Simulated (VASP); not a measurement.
Here is a VASP 6.6.1 calculation.

The input INCAR:

```
SYSTEM = Al
PREC = Accurate ; ENCUT = 520
EDIFF = 1E-6 ; ISMEAR = 0
SIGMA = 0.15 ; LREAL = .False.
LASPH = .True. ; NELM = 80
ALGO = Fast ; ISIF = 2
LWAVE = .False. ; LCHARG = .False.
GGA = PS ; NBANDS = 22
```

KPOINTS

```
regular mesh
0
Gamma
  10 10 10
  0 0 0
```

POSCAR

```
Al
1.0
    3.2126361663      3.2126361663      3.2126361663
   -3.2126361663     -3.2126361663      3.2126361663
    3.2126361663     -3.2126361663     -3.2126361663
Al
8
Direct
   -0.1456747592      0.6456747592      0.5000000000
    0.0000000000      0.0000000000      0.5000000000
    0.0000000000      0.5000000000      0.0000000000
    0.0000000000      0.0000000000      0.0000000000
    0.5000000000      0.5000000000      0.5000000000
    0.5000000000      0.0000000000      0.5000000000
    0.5000000000      0.5000000000      0.0000000000
    0.5000000000      0.0000000000      0.0000000000
```

Potentials or basis: VASP PAW PBE potentials, release 64 (Al).

Command:

```bash
$ cat potpaw_PBE.64/Al/POTCAR > POTCAR
$ mpirun -np 1 vasp_std > vasp.out
```

Question: Predict the band gap on the k mesh.

Answer: Zero (band 12 reaches 8.87 eV, above the bottom of band 13 at 5.89 eV).

Question: Predict the pressure.

Answer: 18.7 GPa.

Question: What does it give for the largest force?

Answer: 13.727 eV/Å.

Stress tensor (GPa, compression positive):
```
 8.31  5.78  0.00
 5.78  8.31  0.00
 0.00  0.00 39.57
```

Caveat: the cell differs from its parent crystal (atom 1 (Al) moved by -0.936 Å along [1 0 0] and -0.936 Å along [0 1 0]); the PAW data sets were made with another functional, which shifts forces and pressure a little.
